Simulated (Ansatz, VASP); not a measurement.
**Pt: VASP beside Ansatz**

```
CELL_PARAMETERS angstrom
-1.66088 1.58514 1.58514
1.58514 -1.66088 1.58514
1.58514 1.58514 -1.66088
ATOMIC_POSITIONS crystal
Pt 0.00000 0.00000 0.00000
```

Alike in both runs: task single point; functional r2SCAN; k mesh 24 × 24 × 24; occupations gaussian, width 0.15 eV; no spin polarisation.

```csv
,VASP,Ansatz
version,VASP 6.6.1,Ansatz 0.2.0
potentials or method,"VASP PAW PBE potentials, release 64 (Pt), cutoff 520 eV","scalar-relativistic, plane waves, PAW"
valence electrons in the cell,10,18
```

|  | VASP | Ansatz | Ansatz less VASP |
| --- | --- | --- | --- |
| gap on the k mesh at the Fermi level (eV) | none | none | - |
| pressure (GPa) | -3.8 | -4.3 | -0.55 |
| traceless stress, the component that is largest in VASP (GPa) | 8.60 | 8.51 | -0.088 |

VASP's potentials were made for PBE, not for r2SCAN. A gap of «none» marks a metal or a gap that the smearing closes. The functional is the same, so the differences come from potentials, cutoffs and numerics. VASP's potentials hold 10 valence electrons a cell and Ansatz's 18, so a difference there can come from the potentials and not from the codes.

Neither program's run includes spin-orbit coupling.
